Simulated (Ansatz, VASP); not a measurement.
**MgO in VASP and in Ansatz**

```
Mg O
1.0
     0.00000    2.05443    2.10711
     2.05443    0.00000    2.10711
     2.05443    2.05443    0.00000
Mg O
1 1
Direct
  0.00000 0.00000 0.00000
  0.50000 0.50000 0.50000
```

Change from the starting cell: strain -0.025 along x and y, +0.000 along z, atoms carried along.

Alike in both runs: task single point; functional PBEsol; k mesh 10 × 10 × 10; occupations gaussian, width 0.05 eV; no spin polarisation.

```csv
,VASP,Ansatz
version,VASP 6.6.1,Ansatz 0.2.0
potentials or method,"VASP PAW PBE potentials, release 64 (Mg, O), cutoff 520 eV","scalar-relativistic, plane waves, PAW"
valence electrons in the cell,8,16
```

```csv
,VASP,Ansatz,Ansatz less VASP
gap on the k mesh at the Fermi level (eV),5.09,5.08,-0.003
least direct gap on the mesh (eV),5.09,5.08,-0.003
pressure (GPa),8.7,9.1,+0.40
"traceless stress, the component that is largest in VASP (GPa)",-4.39,-4.36,+0.036
```

VASP's potentials were made for PBE, not for PBEsol. VASP's potentials hold 8 valence electrons a cell and Ansatz's 16, so a difference there can come from the potentials and not from the codes.
